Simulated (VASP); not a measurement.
Runs of VASP 6.6.1 on GaAsSe3. The structure is that of space group P-6m2 (No. 187), or close to it. The cells are those of the table. 

| task | cell | k mesh | cutoff (eV) | gap on the mesh (eV) | pressure (GPa) | relaxed volume (Å³/atom) | largest force (eV/Å) |
| --- | --- | --- | --- | --- | --- | --- | --- |
| single point | a = 4.163, b = 4.163, c = 8.251 Å, angles 90.0, 90.0, 120.0°, 5 atoms | 6 × 6 × 4 | 520 | none | 0.0 | - | 0.01 |
| single point | a = 4.768, b = 4.768, c = 5.886 Å, angles 90.0, 90.0, 120.0°, 5 atoms | 6 × 6 × 4 | 520 | none | -1.1 | - | (b) |
| relaxation of cell and atoms | relaxed from a = 4.768, b = 4.768, c = 5.886 Å, angles 90.0, 90.0, 120.0°, 5 atoms | 6 × 6 × 4 | 600 | none | 0.0 | 24.88 | 0.03 |
| single point | a = 4.171, b = 4.171, c = 8.243 Å, angles 90.0, 90.0, 120.0°, 5 atoms | 12 × 12 × 6 | 520 | none | (a) | - | - |
| relaxation of cell and atoms | relaxed from a = 4.163, b = 4.163, c = 8.251 Å, angles 90.0, 90.0, 120.0°, 5 atoms | 12 × 12 × 6 | 600 | none | 0.0 | 24.82 | 0.01 |

Alike in all rows: level PBE; potentials or basis VASP PAW PBE potentials, release 64 (Ga_d, As, Se); no spin polarisation; smearing gaussian 0.1 eV.

**Question.** Fill in the values left out.

**Answer.** (a) 0.1; (b) 0.59.

A k mesh can miss the band edges, and the runs leave out spin-orbit coupling on As, Ga, Se.

A gap of «none» marks levels without a gap at the run's occupations.
